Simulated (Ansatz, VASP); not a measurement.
Two plane-wave programs on Ni

Contents of POSCAR:

```
Ni
1.0
   -1.3744285092      1.3744285092      1.3744285092
    1.3744285092     -1.3744285092      1.3744285092
    1.3744285092      1.3744285092     -1.3744285092
Ni
1
Direct
    0.0000000000      0.0000000000      0.0000000000
```

File INCAR.step1:

```
PREC = Accurate ; ENCUT = 520
ISMEAR = -1 ; SIGMA = 0.05
LREAL = F ; LASPH = T
NELM = 150 ; ISPIN = 2
MAGMOM = 1 ; LMAXMIX = 4
NBANDS = 15 ; GGA = PE
ALGO = Normal ; EDIFF = 1E-4
LWAVE = T ; LCHARG = F
```

File INCAR.step2:

```
PREC = Accurate ; ENCUT = 520
EDIFF = 1E-6 ; ISMEAR = -1
SIGMA = 0.05 ; LREAL = F
LASPH = T ; NELM = 150
ALGO = Normal ; ISIF = 2
LWAVE = F ; LCHARG = F
ISPIN = 2 ; MAGMOM = 1
LORBIT = 11 ; LMAXMIX = 4
METAGGA = R2SCAN ; LMIXTAU = T
NBANDS = 15 ; ISTART = 1
```

The input KPOINTS:

```
regular mesh
0
Gamma
  13 13 13
```

File input.yaml:

```yaml
crystal:
  lattice:
    - [-1.3744285092, 1.3744285092, 1.3744285092]
    - [1.3744285092, -1.3744285092, 1.3744285092]
    - [1.3744285092, 1.3744285092, -1.3744285092]
  atoms:
    - { symbol: Ni, position: [0.0, 0.0, 0.0], spin: 1.0 }
hamiltonian:
  xc: r2scan
  pseudopotentials: { kind: paw }
magnetization:
  spin_polarized: true
kpoints:
  mp_grid: { grid: [13, 13, 13] }
scf:
  occupations: { method: fermi_dirac, width: 0.05 }
output:
  forces: true
  stress: true
  eigenvalues: true
  write_density: true
  write_potential: true
  elf: true
  volumetric_format: npy
```

Alike in both runs: task single point; functional r2SCAN; k mesh 13 × 13 × 13; occupations fermi-dirac, width 0.05 eV; collinear spin.

|  | VASP | Ansatz |
| --- | --- | --- |
| version | VASP 6.6.1 | Ansatz 0.2.0 |
| potentials or method | VASP PAW PBE potentials, release 64 (Ni) | Ansatz PAW |
| plane-wave cutoff (eV) | 520 | 500 |
| valence electrons in the cell | 10 | 18 |

Ansatz gave:

* gap on the k mesh at the Fermi level (eV): none
* pressure (GPa): 4.3
* net moment per atom (μB): 0.65
* size of the moment on the site where the two differ most (μB): 0.70

Task: What did VASP give for the same quantities?

Result: gap on the k mesh at the Fermi level (eV): none; pressure (GPa): 5.0; net moment per atom (μB): 0.64; size of the moment on the site where the two differ most (μB): 0.66.

VASP's potentials were made for PBE, not for r2SCAN. Site moments also hang on the region over which each program counts them. A gap of «none» marks a metal or a gap that the smearing closes. VASP's potentials hold 10 valence electrons a cell and Ansatz's 18, so a difference there can come from the potentials and not from the codes.

Noted on Ansatz's run: the magnetic or orbital state may not be the lowest.
